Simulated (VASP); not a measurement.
# Sr (Im-3m) in VASP: further runs

The runs below take Sr through single point, with RPBE.

Program: VASP 6.6.1. These are calculated values, not measurements. Logs are shortened: lines on timing, memory, paths and dates and some standing lists are left out, and cuts for length are marked.

### Step 1. The cell of the first run

Symmetry: Im-3m, No. 229, cubic system. The conventional cell has a = 4.939 Å, b = 4.939 Å, c = 4.939 Å, α = 90.00°, β = 90.00°, γ = 90.00°. Sr (site symmetry m-3m) has 14 Sr at 4.28 to 4.94 Å within 5.6 Å.

### Step 2. Single point, RPBE (volume scaled by 1.04)

The input, INCAR:

```
SYSTEM = Sr
PREC     = Accurate       ! precision mode
ENCUT    = 520            ! plane-wave cutoff, eV
EDIFF    = 1E-6           ! SCF threshold, eV
ISMEAR   = -1             ! smearing method
SIGMA    = 0.1            ! smearing width, eV
LREAL    = .FALSE.        ! projectors in reciprocal space
LASPH    = .TRUE.         ! aspherical terms in the spheres
NELM     = 100            ! most SCF steps
ALGO     = Normal         ! electronic algorithm
ISIF     = 2              ! what is computed and relaxed
LWAVE    = .FALSE.        ! write WAVECAR
LCHARG   = .FALSE.        ! write CHGCAR
GGA      = RP             ! functional
NBANDS   = 11             ! bands
```

The input, KPOINTS:

```
regular mesh
0
G
  10 10 10
  0 0 0
```

The input, POSCAR:

```
Sr
1.0
   -2.4694638260      2.4694638260      2.4694638260
    2.4694638260     -2.4694638260      2.4694638260
    2.4694638260      2.4694638260     -2.4694638260
Sr
1
Direct
    0.0000000000      0.0000000000      0.0000000000
```

Potentials or basis: VASP PAW PBE potentials, release 64 (Sr_sv).

On the command line:

```console
$ cat potpaw_PBE.64/Sr_sv/POTCAR > POTCAR
$ mpirun -np 1 vasp_std > vasp.out
```

OUTCAR:

```text
SYSTEM = Sr
   PREC = Accurate
   ENCUT = 520
   EDIFF = 1E-6
   ISMEAR = -1
   LREAL = .FALSE.
   LASPH = .TRUE.
   NELM = 100
   ISIF = 2
   GGA = RP

 ion  position               nearest neighbor table
   1  0.000  0.000  0.000-

  LATTYP: Found a body centered cubic cell.
 ALAT       =     4.9389276520

  Lattice vectors:

 A1 = (  -2.4694638260,   2.4694638260,   2.4694638260)
 A2 = (   2.4694638260,  -2.4694638260,   2.4694638260)
 A3 = (   2.4694638260,   2.4694638260,  -2.4694638260)

Analysis of symmetry for initial positions (statically):
=====================================================================
 Subroutine PRICEL returns:
 Original cell was already a primitive cell.

 Routine SETGRP: Setting up the symmetry group for a
 body centered cubic supercell.

 Subroutine GETGRP returns: Found 48 space group operations
 (whereof 48 operations were pure point group operations)
 out of a pool of 48 trial point group operations.

The static configuration has the point symmetry O_h .

Analysis of symmetry for dynamics (positions and initial velocities):
=====================================================================
 Subroutine PRICEL returns:
 Original cell was already a primitive cell.

 Routine SETGRP: Setting up the symmetry group for a
 body centered cubic supercell.

 Subroutine GETGRP returns: Found 48 space group operations
 (whereof 48 operations were pure point group operations)
 out of a pool of 48 trial point group operations.

The dynamic configuration has the point symmetry O_h .

 Subroutine INISYM returns: Found 48 space group operations
 (whereof 48 operations are pure point group operations),
 and found     1 'primitive' translations

----------------------------------------------------------------------------------------

                                     Primitive cell

  volume of cell :      60.2376

  direct lattice vectors                    reciprocal lattice vectors
    -2.469463826  2.469463826  2.469463826     0.000000000  0.202473102  0.202473102
     2.469463826 -2.469463826  2.469463826     0.202473102  0.000000000  0.202473102
     2.469463826  2.469463826 -2.469463826     0.202473102  0.202473102  0.000000000

  length of vectors
     4.277236814  4.277236814  4.277236814     0.286340206  0.286340206  0.286340206

  position of ions in fractional coordinates (direct lattice)
     0.000000000  0.000000000  0.000000000

  ion indices of the primitive-cell ions
   primitive index   ion index
                 1           1

----------------------------------------------------------------------------------------

 KPOINTS: regular mesh

Automatic generation of k-mesh.
 Grid dimensions read from file:
 generate k-points for:   10   10   10

 Generating k-lattice:

  Cartesian coordinates                     Fractional coordinates (reciprocal lattice)
     0.000000000  0.020247310  0.020247310     0.100000000  0.000000000  0.000000000
     0.020247310  0.000000000  0.020247310     0.000000000  0.100000000  0.000000000
     0.020247310  0.020247310  0.000000000     0.000000000  0.000000000  0.100000000

  Length of vectors
     0.028634021  0.028634021  0.028634021

  Shift w.r.t. Gamma in fractional coordinates (k-lattice)
     0.000000000  0.000000000  0.000000000

 Subroutine IBZKPT returns following result:
 ===========================================

 Found     47 irreducible k-points:

 Following reciprocal coordinates:
            Coordinates               Weight
  0.000000  0.000000  0.000000      1.000000
  0.100000  0.000000  0.000000     12.000000
  0.200000  0.000000  0.000000     12.000000
  0.300000  0.000000  0.000000     12.000000
  0.400000  0.000000  0.000000     12.000000
  0.500000  0.000000  0.000000      6.000000
[... 16 lines left out ...]
  0.300000  0.300000  0.100000      8.000000
 -0.300000  0.300000  0.100000     24.000000
 [... further k-points ...]
   k-points           NKPTS =     47   k-points in BZ     NKDIM =     47   number of bands    NBANDS=     11
   number of dos      NEDOS =    301   number of ions     NIONS =      1
   total plane-waves  NPLWV =  32768
   dimension x,y,z NGX =    32 NGY =   32 NGZ =   32
   dimension x,y,z NGXF=    64 NGYF=   64 NGZF=   64
   ions per type =               1
   NGX,Y,Z   is equivalent  to a cutoff of  12.44, 12.44, 12.44 a.u.
   NGXF,Y,Z  is equivalent  to a cutoff of  24.88, 24.88, 24.88 a.u.
 SYSTEM =  Sr
   PREC   = accura    normal or accurate (medium, high low for compatibility)
   ISTART =      0    job   : 0-new  1-cont  2-samecut
   ICHARG =      2    charge: 1-file 2-atom 10-const
   ISPIN  =      1    spin polarized calculation?
   LNONCOLLINEAR =      F non collinear calculations
   LSORBIT =      F    spin-orbit coupling
   LASPH  =      T    aspherical Exc in radial PAW
   ENCUT  =  520.0 eV  38.22 Ry    6.18 a.u.   7.95  7.95  7.95*2*pi/ulx,y,z
   NELM   =    100;   NELMIN=  2; NELMDL= -5     # of ELM steps
   EDIFF  = 0.1E-05   stopping-criterion for ELM
   LREAL  =      F    real-space projection
   EDIFFG = 0.1E-04   stopping-criterion for IOM
   NSW    =      0    number of steps for IOM
   IBRION =     -1    ionic relax: 0-MD 1-quasi-New 2-CG
   NFREE  =      0    steps in history (QN), initial steepest desc. (CG)
   ISIF   =      2    stress and relaxation
   ISYM   =      2    0-nonsym 1-usesym 2-fastsym
   POTIM  = 0.5000    time-step for ionic-motion
   TEBEG  =    0.0;   TEEND  =   0.0 temperature during run
   PSTRESS=    0.0 pullay stress
   NELECT =      10.0000    total number of electrons
   NUPDOWN=      -1.0000    fix difference up-down
   EMIN   =  10.00;   EMAX   =-10.00  energy-range for DOS
   EFERMI =   0.00;   METHOD = LEGACY
   ISMEAR =    -1;   SIGMA  =   0.10  broadening in eV -4-tet -1-fermi 0-gaus
   EFERMI_NEDOS =   21; number of points for ismear=-14 and -15
   IALGO  =     38    algorithm
   IMIX   =      4    mixing-type and parameters
     AMIX     =   0.40;   BMIX     =  1.00
     AMIX_MAG =   1.60;   BMIX_MAG =  1.00
  volume/ion in A,a.u.               =      60.24       406.50
  Fermi-wavevector in a.u.,A,eV,Ry     =   0.899744  1.700269 11.014444  0.809539
  Thomas-Fermi vector in A             =   2.022615
   LORBIT       =      0    0 simple, 1 ext, 2 COOP (PROOUT), +10 PAW based schemes
   GGA     = RP    functional components
   LHFCALC =     F    Hartree Fock is set to
   AEXX    =    0.0000 exact exchange contribution
   IVDW    =     0    specifies the selected vdW correction
   LEPSILON=     F    determine dielectric tensor
   LRPA    =     F    only Hartree local field effects (RPA)
 non-spin polarized calculation
  energy-cutoff  :      520.00
  volume of cell :       60.24
 maximum number of plane-waves:      1638
   NGX = 15   NGY = 15   NGZ = 15

 number of electron      10.0000000 magnetization

 Free energy of the ion-electron system (eV)
  ---------------------------------------------------
  ext. energy  EPLUGINS =         0.00000000
  ---------------------------------------------------
  free energy    TOTEN  =        -1.47504804 eV

  energy without entropy =       -1.42598494  energy(sigma->0) =       -1.45051649

 E-fermi :   1.3740     XC(G=0):  -6.9702

 val. band max:        1.3707682175   @ k =   0.5000   0.5000   0.4000
 cond. band min:       1.3836376958   @ k =   0.5000   0.5000   0.3000
 fundamental gap:      0.0128694783
 Fermi energy:         1.3740077280

 k-point     1 :       0.0000    0.0000    0.0000
  band No.  band energies     occupation
      1     -35.4668      2.00000
      2     -17.3694      2.00000
      3     -17.3694      2.00000
      4     -17.3694      2.00000
      5      -2.0912      2.00000
      6       3.7020      0.00000
      7       3.7020      0.00000
      8       3.7020      0.00000
      9       4.9048      0.00000
     10       4.9048      0.00000
     11       9.0919      0.00000

 k-point     2 :       0.1000    0.0000    0.0000
  band No.  band energies     occupation
      1     -35.4659      2.00000
      2     -17.3830      2.00000
      3     -17.3740      2.00000
      4     -17.3694      2.00000
      5      -1.9361      2.00000
      6       3.5658      0.00000
      7       3.5924      0.00000
      8       3.8491      0.00000
      9       4.7245      0.00000
     10       4.8983      0.00000
     11       9.2326      0.00000

 k-point     3 :       0.2000    0.0000    0.0000
  band No.  band energies     occupation
      1     -35.4635      2.00000
      2     -17.4182      2.00000
      3     -17.3859      2.00000
      4     -17.3693      2.00000
      5      -1.4893      2.00000
      6       3.1334      0.00000
      7       3.2561      0.00000
      8       4.2819      0.00000
      9       4.6313      0.00000
     10       4.9174      0.00000
     11       9.1373      0.00000

 k-point     4 :       0.3000    0.0000    0.0000
  band No.  band energies     occupation
      1     -35.4605      2.00000
      2     -17.4611      2.00000
      3     -17.4005      2.00000
      4     -17.3692      2.00000
      5      -0.8102      2.00000
      6       2.4842      0.00003
      7       2.9373      0.00000
      8       4.7430      0.00000
      9       4.9705      0.00000
     10       5.0240      0.00000
     11       8.0103      0.00000
[... 239 lines left out ...]
 k-point    22 :      -0.2000    0.2000    0.1000
  band No.  band energies     occupation
      1     -35.4626      2.00000
      2     -17.4180      2.00000
      3     -17.3906      2.00000
      4     -17.3805      2.00000
      5      -1.3432      2.00000
      6       3.1819      0.00000
      7       3.3337      0.00000
      8       4.0400      0.00000
      9       4.2483      0.00000
     10       5.2398      0.00000
     11       8.7706      0.00000

 k-point    23 :       0.3000    0.3000    0.1000
  band No.  band energies     occupation
      1     -35.4565      2.00000
      2     -17.4566      2.00000
      3     -17.4566      2.00000
      4     -17.3982      2.00000
      5       1.6110      0.17098
      6       1.6110      0.17098
      7       1.6493      0.11988
      8       4.6277      0.00000
      9       5.2963      0.00000
     10       5.2963      0.00000
     11       7.3167      0.00000

 k-point    24 :      -0.3000    0.3000    0.1000
  band No.  band energies     occupation
      1     -35.4597      2.00000
      2     -17.4592      2.00000
      3     -17.4054      2.00000
      4     -17.3798      2.00000
      5      -0.6733      2.00000
      6       2.5057      0.00002
      7       3.0434      0.00000
      8       4.1793      0.00000
      9       4.9261      0.00000
     10       5.2674      0.00000
     11       7.7089      0.00000

 [... further k-points ...]

------------------------ aborting loop because EDIFF is reached ----------------------------------------

  FORCE on cell =-STRESS in cart. coord.  units (eV):
  Direction    XX          YY          ZZ          XY          YZ          ZX
  --------------------------------------------------------------------------------------
  -------------------------------------------------------------------------------------
  Total       -0.1390048     -0.1390048     -0.1390048     -0.0000000     -0.0000000      0.0000000
  in kB       -3.6971954     -3.6971954     -3.6971954     -0.0000000     -0.0000000      0.0000000
  external PRESSURE =      -3.6971954 kB  Pullay stress =       0.0000000 kB

 VOLUME and BASIS-vectors are now :
 -----------------------------------------------------------------------------
  energy-cutoff  :      520.00
  volume of cell :       60.24
      direct lattice vectors                 reciprocal lattice vectors
    -2.469463826  2.469463826  2.469463826     0.000000000  0.202473102  0.202473102
     2.469463826 -2.469463826  2.469463826     0.202473102  0.000000000  0.202473102
     2.469463826  2.469463826 -2.469463826     0.202473102  0.202473102  0.000000000

 POSITION                                       TOTAL-FORCE (eV/Angst)
 -----------------------------------------------------------------------------------
      0.00000      0.00000      0.00000         0.000000      0.000000      0.000000
 -----------------------------------------------------------------------------------
    total drift:                                0.000000      0.000000     -0.000000

  FREE ENERGIE OF THE ION-ELECTRON SYSTEM (eV)
  ---------------------------------------------------
  free  energy   TOTEN  =        -1.4750480412 eV

  energy  without entropy=       -1.4259849366  energy(sigma->0) =       -1.45051649
```

Wall time 18 s (1 thread of Intel Xeon Platinum 8488C (Sapphire Rapids), shared host); peak memory 0.18 GiB.

What came out:

```yaml
Free_energy: -1.4750 eV
Pressure: -0.4 GPa
Band_gap_on_the_k_mesh: zero (band 5 reaches 1.61 eV, above the bottom of band 6 at 1.37 eV)
```

Levels at points of the mesh, in eV from the Fermi level:
| k point | band 2 | band 3 | band 4 | band 5 | band 6 | band 7 | band 8 | band 9 |
| --- | --- | --- | --- | --- | --- | --- | --- | --- |
| (0.00, 0.00, 0.00) | -18.74 | -18.74 | -18.74 | -3.47 | 2.33 | 2.33 | 2.33 | 3.53 |
| (0.50, 0.00, 0.00) | -18.88 | -18.79 | -18.74 | -0.90 | 0.10 | 1.26 | 3.34 | 3.97 |
| (0.50, 0.50, 0.50) | -18.84 | -18.84 | -18.84 | 0.00 | 0.00 | 3.29 | 3.29 | 3.29 |

Caveat: the PAW data sets were made with another functional, which shifts forces and pressure a little.

### Step 3. Single point, RPBE (volume scaled by 1.08)

The input, INCAR:

```
PREC = Accurate
ENCUT = 520
EDIFF = 1E-6
ISMEAR = -1
SIGMA = 0.1
LREAL = F
LASPH = T
NELM = 60
ALGO = Normal
ISIF = 2
LWAVE = F
LCHARG = F
GGA = RP
NBANDS = 11
```

The input, KPOINTS:

```
Automatic mesh
0
Gamma
  10 10 10
```

The input, POSCAR:

```
Sr
1.0
   -2.5007261806      2.5007261806      2.5007261806
    2.5007261806     -2.5007261806      2.5007261806
    2.5007261806      2.5007261806     -2.5007261806
Sr
1
Direct
    0.0000000000      0.0000000000      0.0000000000
```

Potentials or basis: VASP PAW PBE potentials, release 64 (Sr_sv).

On the command line:

```console
$ cat potpaw_PBE.64/Sr_sv/POTCAR > POTCAR
$ mpirun -np 1 vasp_std > vasp.out
```

Run time: 17 s. Hardware: 1 thread of Intel Xeon Platinum 8488C (Sapphire Rapids), shared host; peak memory 0.18 GiB.

It converged, with:

- Free energy: -1.4674 eV
- Pressure: -0.7 GPa
- Band gap on the k mesh: zero (band 5 reaches 1.48 eV, above the bottom of band 6 at 1.29 eV)

Levels at points of the mesh, in eV from the Fermi level:
```csv
k point,band 3,band 4,band 5,band 6,band 7,band 8
"(0.00, 0.00, 0.00)",-18.83,-18.83,-3.41,2.28,2.28,2.28
"(0.50, 0.00, 0.00)",-18.87,-18.83,-0.88,0.06,1.26,3.24
"(0.50, 0.50, 0.50)",-18.92,-18.92,0.04,0.04,3.16,3.16
```

Caveat: the PAW data sets were made with another functional, which shifts forces and pressure a little.
